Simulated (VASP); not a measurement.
# InP (F-43m) in VASP: single point with PBE

Aim: the single point of InP with PBE.

All numbers are computed with VASP 6.6.1; they aren't measurements. Logs are shortened: lines on timing, memory, paths and dates and some standing lists are left out, and cuts for length are marked.

### Step 1. The cell of the first run

Symmetry: F-43m, No. 216, cubic system. Conventional cell: a = 5.861 Å, b = 5.861 Å, c = 5.861 Å, α = 90.00°, β = 90.00°, γ = 90.00°. Within 3.3 Å of In (site symmetry -43m) lie 4 P at 2.54 Å. Within 3.3 Å of P (site symmetry -43m) lie 4 In at 2.54 Å.

### Step 2. Single point, PBE

INCAR

```
PREC     = Accurate       # precision mode
ENCUT    = 520            # plane-wave cutoff, eV
EDIFF    = 1E-6           # SCF threshold, eV
ISMEAR   = -1             # smearing method
SIGMA    = 0.05           # smearing width, eV
LREAL    = False          # projectors in reciprocal space
LASPH    = True           # aspherical terms in the spheres
NELM     = 100            # most SCF steps
ALGO     = Normal         # electronic algorithm
ISIF     = 2              # what is computed and relaxed
LWAVE    = False          # write WAVECAR
LCHARG   = True           # write CHGCAR
GGA      = PE             # functional
LELF     = True           # ELF
LVHAR    = True         
NBANDS   = 16             # bands
```

KPOINTS

```
Automatic mesh
0
Gamma
  9 9 9
```

POSCAR

```
InP
1.0
    0.0000000000      2.9305000000      2.9305000000
    2.9305000000      0.0000000000      2.9305000000
    2.9305000000      2.9305000000      0.0000000000
In P
1 1
Direct
    0.0000000000      0.0000000000      0.0000000000
    0.7500000000      0.7500000000      0.7500000000
```

Potentials or basis: VASP PAW PBE potentials, release 64 (In_d, P).

Run with:

```sh
$ cat potpaw_PBE.64/In_d/POTCAR potpaw_PBE.64/P/POTCAR > POTCAR
$ mpirun -np 1 vasp_std > vasp.out
```

OUTCAR:

```text
PREC = Accurate
   ENCUT = 520
   EDIFF = 1E-6
   ISMEAR = -1
   LREAL = False
   LASPH = True
   NELM = 100
   ISIF = 2
   GGA = PE

 ion  position               nearest neighbor table
   1  0.000  0.000  0.000-   2 2.54   2 2.54   2 2.54   2 2.54
   2  0.750  0.750  0.750-   1 2.54   1 2.54   1 2.54   1 2.54

  LATTYP: Found a face centered cubic cell.
 ALAT       =     5.8610000000

  Lattice vectors:

 A1 = (   0.0000000000,   2.9305000000,   2.9305000000)
 A2 = (   2.9305000000,   0.0000000000,   2.9305000000)
 A3 = (   2.9305000000,   2.9305000000,   0.0000000000)

Analysis of symmetry for initial positions (statically):
=====================================================================
 Subroutine PRICEL returns:
 Original cell was already a primitive cell.

 Routine SETGRP: Setting up the symmetry group for a
 face centered cubic supercell.

 Subroutine GETGRP returns: Found 24 space group operations
 (whereof 24 operations were pure point group operations)
 out of a pool of 48 trial point group operations.

The static configuration has the point symmetry T_d .

Analysis of symmetry for dynamics (positions and initial velocities):
=====================================================================
 Subroutine PRICEL returns:
 Original cell was already a primitive cell.

 Routine SETGRP: Setting up the symmetry group for a
 face centered cubic supercell.

 Subroutine GETGRP returns: Found 24 space group operations
 (whereof 24 operations were pure point group operations)
 out of a pool of 48 trial point group operations.

The dynamic configuration has the point symmetry T_d .

 Subroutine INISYM returns: Found 24 space group operations
 (whereof 24 operations are pure point group operations),
 and found     1 'primitive' translations

----------------------------------------------------------------------------------------

                                     Primitive cell

  volume of cell :      50.3333

  direct lattice vectors                    reciprocal lattice vectors
     0.000000000  2.930500000  2.930500000    -0.170619348  0.170619348  0.170619348
     2.930500000  0.000000000  2.930500000     0.170619348 -0.170619348  0.170619348
     2.930500000  2.930500000  0.000000000     0.170619348  0.170619348 -0.170619348

  length of vectors
     4.144352845  4.144352845  4.144352845     0.295521380  0.295521380  0.295521380

  position of ions in fractional coordinates (direct lattice)
     0.000000000  0.000000000  0.000000000
     0.750000000  0.750000000  0.750000000

  ion indices of the primitive-cell ions
   primitive index   ion index
                 1           1
                 2           2

----------------------------------------------------------------------------------------

 KPOINTS: Automatic mesh

Automatic generation of k-mesh.
 Grid dimensions read from file:
 generate k-points for:    9    9    9

 Generating k-lattice:

  Cartesian coordinates                     Fractional coordinates (reciprocal lattice)
    -0.018957705  0.018957705  0.018957705     0.111111111  0.000000000  0.000000000
     0.018957705 -0.018957705  0.018957705     0.000000000  0.111111111  0.000000000
     0.018957705  0.018957705 -0.018957705     0.000000000  0.000000000  0.111111111

  Length of vectors
     0.032835709  0.032835709  0.032835709

  Shift w.r.t. Gamma in fractional coordinates (k-lattice)
     0.000000000  0.000000000  0.000000000

 Subroutine IBZKPT returns following result:
 ===========================================

 Found     35 irreducible k-points:

 Following reciprocal coordinates:
            Coordinates               Weight
  0.000000  0.000000  0.000000      1.000000
  0.111111  0.000000  0.000000      8.000000
  0.222222  0.000000  0.000000      8.000000
  0.333333  0.000000  0.000000      8.000000
  0.444444  0.000000  0.000000      8.000000
  0.111111  0.111111  0.000000      6.000000
[... 16 lines left out ...]
 -0.333333  0.333333  0.000000     12.000000
  0.444444  0.444444  0.000000      6.000000
 [... further k-points ...]
   k-points           NKPTS =     35   k-points in BZ     NKDIM =     35   number of bands    NBANDS=     16
   number of dos      NEDOS =    301   number of ions     NIONS =      2
   total plane-waves  NPLWV =  32768
   dimension x,y,z NGX =    32 NGY =   32 NGZ =   32
   dimension x,y,z NGXF=    64 NGYF=   64 NGZF=   64
   ions per type =               1   1
   NGX,Y,Z   is equivalent  to a cutoff of  12.84, 12.84, 12.84 a.u.
   NGXF,Y,Z  is equivalent  to a cutoff of  25.67, 25.67, 25.67 a.u.
 SYSTEM =  unknown system
   PREC   = accura    normal or accurate (medium, high low for compatibility)
   ISTART =      0    job   : 0-new  1-cont  2-samecut
   ICHARG =      2    charge: 1-file 2-atom 10-const
   ISPIN  =      1    spin polarized calculation?
   LNONCOLLINEAR =      F non collinear calculations
   LSORBIT =      F    spin-orbit coupling
   LASPH  =      T    aspherical Exc in radial PAW
   ENCUT  =  520.0 eV  38.22 Ry    6.18 a.u.   7.71  7.71  7.71*2*pi/ulx,y,z
   NELM   =    100;   NELMIN=  2; NELMDL= -5     # of ELM steps
   EDIFF  = 0.1E-05   stopping-criterion for ELM
   LREAL  =      F    real-space projection
   EDIFFG = 0.1E-04   stopping-criterion for IOM
   NSW    =      0    number of steps for IOM
   IBRION =     -1    ionic relax: 0-MD 1-quasi-New 2-CG
   NFREE  =      0    steps in history (QN), initial steepest desc. (CG)
   ISIF   =      2    stress and relaxation
   ISYM   =      2    0-nonsym 1-usesym 2-fastsym
   POTIM  = 0.5000    time-step for ionic-motion
   TEBEG  =    0.0;   TEEND  =   0.0 temperature during run
   PSTRESS=    0.0 pullay stress
   NELECT =      18.0000    total number of electrons
   NUPDOWN=      -1.0000    fix difference up-down
   EMIN   =  10.00;   EMAX   =-10.00  energy-range for DOS
   EFERMI =   0.00;   METHOD = LEGACY
   ISMEAR =    -1;   SIGMA  =   0.05  broadening in eV -4-tet -1-fermi 0-gaus
   EFERMI_NEDOS =   21; number of points for ismear=-14 and -15
   IALGO  =     38    algorithm
   IMIX   =      4    mixing-type and parameters
     AMIX     =   0.40;   BMIX     =  1.00
     AMIX_MAG =   1.60;   BMIX_MAG =  1.00
  volume/ion in A,a.u.               =      25.17       169.83
  Fermi-wavevector in a.u.,A,eV,Ry     =   1.162021  2.195901 18.371846  1.350293
  Thomas-Fermi vector in A             =   2.298587
   LORBIT       =      0    0 simple, 1 ext, 2 COOP (PROOUT), +10 PAW based schemes
   GGA     = PE    functional components
   LHFCALC =     F    Hartree Fock is set to
   AEXX    =    0.0000 exact exchange contribution
   IVDW    =     0    specifies the selected vdW correction
   LEPSILON=     F    determine dielectric tensor
   LRPA    =     F    only Hartree local field effects (RPA)
 non-spin polarized calculation
  energy-cutoff  :      520.00
  volume of cell :       50.33
 maximum number of plane-waves:      1369
   NGX = 15   NGY = 15   NGZ = 15

 number of electron      18.0000005 magnetization

 Free energy of the ion-electron system (eV)
  ---------------------------------------------------
  ext. energy  EPLUGINS =         0.00000000
  ---------------------------------------------------
  free energy    TOTEN  =        -8.38196821 eV

  energy without entropy =       -8.38196438  energy(sigma->0) =       -8.38196630

 E-fermi :   5.5795     XC(G=0):  -9.2835

 val. band max:        5.1880040227   @ k =   0.0000   0.0000   0.0000
 cond. band min:       5.9002949041   @ k =   0.0000   0.0000   0.0000
 fundamental gap:      0.7122908815
 Fermi energy:         5.5794677050

 k-point     1 :       0.0000    0.0000    0.0000
  band No.  band energies     occupation
      1      -8.9969      2.00000
      2      -8.9969      2.00000
      3      -8.9969      2.00000
      4      -8.8448      2.00000
      5      -8.8448      2.00000
      6      -6.3291      2.00000
[... 8 lines left out ...]
     15      14.6380      0.00000
     16      14.6380      0.00000

 k-point     2 :       0.1111    0.0000    0.0000
  band No.  band energies     occupation
      1      -9.0121      2.00000
      2      -8.9909      2.00000
      3      -8.9909      2.00000
      4      -8.8448      2.00000
      5      -8.8448      2.00000
      6      -6.1876      2.00000
[... 8 lines left out ...]
     15      14.0817      0.00000
     16      14.4341      0.00000

 k-point     3 :       0.2222    0.0000    0.0000
  band No.  band energies     occupation
      1      -9.0490      2.00000
      2      -8.9771      2.00000
      3      -8.9771      2.00000
      4      -8.8431      2.00000
      5      -8.8431      2.00000
      6      -5.7855      2.00000
[... 8 lines left out ...]
     15      13.7281      0.00000
     16      14.4643      0.00000

 k-point     4 :       0.3333    0.0000    0.0000
  band No.  band energies     occupation
      1      -9.0883      2.00000
      2      -8.9646      2.00000
      3      -8.9646      2.00000
      4      -8.8379      2.00000
      5      -8.8378      2.00000
      6      -5.2073      2.00000
[... 8 lines left out ...]
     15      14.2896      0.00000
     16      14.2896      0.00000

 k-point     5 :       0.4444    0.0000    0.0000
  band No.  band energies     occupation
      1      -9.1129      2.00000
      2      -8.9587      2.00000
      3      -8.9587      2.00000
      4      -8.8321      2.00000
      5      -8.8321      2.00000
      6      -4.6915      2.00000
[... 8 lines left out ...]
     15      15.4880      0.00000
     16      15.4880      0.00000

 k-point     6 :       0.1111    0.1111    0.0000
  band No.  band energies     occupation
      1      -9.0234      2.00000
      2      -8.9852      2.00000
      3      -8.9852      2.00000
      4      -8.8496      2.00000
      5      -8.8407      2.00000
      6      -6.1408      2.00000
[... 8 lines left out ...]
     15      14.7420      0.00000
     16      14.7496      0.00000

 k-point     7 :       0.2222    0.1111    0.0000
  band No.  band energies     occupation
      1      -9.0536      2.00000
      2      -8.9735      2.00000
      3      -8.9709      2.00000
      4      -8.8532      2.00000
      5      -8.8366      2.00000
      6      -5.8258      2.00000
[... 8 lines left out ...]
     15      14.5695      0.00000
     16      15.4706      0.00000

 k-point     8 :       0.3333    0.1111    0.0000
  band No.  band energies     occupation
      1      -9.0878      2.00000
      2      -8.9627      2.00000
      3      -8.9572      2.00000
      4      -8.8517      2.00000
      5      -8.8318      2.00000
      6      -5.3004      2.00000
[... 8 lines left out ...]
     15      14.8777      0.00000
     16      15.0665      0.00000

 k-point     9 :       0.4444    0.1111    0.0000
  band No.  band energies     occupation
      1      -9.1130      2.00000
      2      -8.9564      2.00000
      3      -8.9502      2.00000
      4      -8.8440      2.00000
      5      -8.8289      2.00000
      6      -4.7329      2.00000
[... 8 lines left out ...]
     15      15.3824      0.00000
     16      15.7948      0.00000
[... 172 lines left out ...]
 k-point    19 :      -0.2222    0.2222    0.0000
  band No.  band energies     occupation
      1      -9.0987      2.00000
      2      -8.9547      2.00000
      3      -8.9525      2.00000
      4      -8.8484      2.00000
      5      -8.8371      2.00000
      6      -5.0058      2.00000
[... 8 lines left out ...]
     15      16.0262      0.00000
     16      16.5382      0.00000

 k-point    20 :       0.3333    0.3333    0.0000
  band No.  band energies     occupation
      1      -9.1426      2.00000
      2      -8.9193      2.00000
      3      -8.9193      2.00000
      4      -8.8817      2.00000
      5      -8.8184      2.00000
      6      -4.8283      2.00000
[... 8 lines left out ...]
     15      15.5153      0.00000
     16      18.5620      0.00000

 k-point    21 :       0.4444    0.3333    0.0000
  band No.  band energies     occupation
      1      -9.1588      2.00000
      2      -8.9130      2.00000
      3      -8.9081      2.00000
      4      -8.8833      2.00000
      5      -8.8159      2.00000
      6      -4.3765      2.00000
[... 8 lines left out ...]
     15      16.0220      0.00000
     16      17.5986      0.00000

 k-point    22 :      -0.4444    0.3333    0.0000
  band No.  band energies     occupation
      1      -9.1561      2.00000
      2      -8.9217      2.00000
      3      -8.9074      2.00000
      4      -8.8740      2.00000
      5      -8.8215      2.00000
      6      -4.0388      2.00000
[... 8 lines left out ...]
     15      15.5521      0.00000
     16      17.5622      0.00000

 k-point    23 :      -0.3333    0.3333    0.0000
  band No.  band energies     occupation
      1      -9.1403      2.00000
      2      -8.9359      2.00000
      3      -8.9174      2.00000
      4      -8.8589      2.00000
      5      -8.8327      2.00000
      6      -4.0978      2.00000
[... 8 lines left out ...]
     15      14.4047      0.00000
     16      18.3467      0.00000

 k-point    24 :       0.4444    0.4444    0.0000
  band No.  band energies     occupation
      1      -9.1778      2.00000
      2      -8.8955      2.00000
      3      -8.8955      2.00000
      4      -8.8943      2.00000
      5      -8.8107      2.00000
      6      -4.0861      2.00000
[... 8 lines left out ...]
     15      15.8929      0.00000
     16      17.4605      0.00000

 [... further k-points ...]
[... 5 lines left out ...]
  --------------------------------------------------------------------------------------
  -------------------------------------------------------------------------------------
  Total        1.0295943      1.0295943      1.0295943     -0.0000000     -0.0000000      0.0000000
  in kB       32.7734023     32.7734023     32.7734023     -0.0000000     -0.0000000      0.0000000
  external PRESSURE =      32.7734023 kB  Pullay stress =       0.0000000 kB

 VOLUME and BASIS-vectors are now :
 -----------------------------------------------------------------------------
  energy-cutoff  :      520.00
  volume of cell :       50.33
      direct lattice vectors                 reciprocal lattice vectors
     0.000000000  2.930500000  2.930500000    -0.170619348  0.170619348  0.170619348
     2.930500000  0.000000000  2.930500000     0.170619348 -0.170619348  0.170619348
     2.930500000  2.930500000  0.000000000     0.170619348  0.170619348 -0.170619348

 POSITION                                       TOTAL-FORCE (eV/Angst)
 -----------------------------------------------------------------------------------
      0.00000      0.00000      0.00000         0.000000      0.000000      0.000000
      4.39575      4.39575      4.39575        -0.000000     -0.000000     -0.000000
 -----------------------------------------------------------------------------------
    total drift:                                0.000000      0.000000      0.000000

  FREE ENERGIE OF THE ION-ELECTRON SYSTEM (eV)
  ---------------------------------------------------
  free  energy   TOTEN  =        -8.3819682139 eV

  energy  without entropy=       -8.3819643839  energy(sigma->0) =       -8.38196630
```

Wall time 26 s (1 thread of Intel Xeon 8259CL, shared host); peak memory 0.19 GiB.

Results:

```yaml
Free_energy: -8.3820 eV
Pressure: 3.3 GPa
Band_gap_on_the_k_mesh: 0.71 eV, direct
```

Levels at points of the mesh, in eV from the valence-band top:
| k point | band 5 | band 6 | band 7 | band 8 | band 9 | band 10 | band 11 | band 12 | band 13 | band 14 |
| --- | --- | --- | --- | --- | --- | --- | --- | --- | --- | --- |
| (0.00, 0.00, 0.00) | -14.03 | -11.52 | 0.00 | 0.00 | 0.00 | 0.71 | 4.09 | 4.09 | 4.09 | 8.58 |

Caveat: spin-orbit coupling is left out, which moves the levels of the heavy elements.
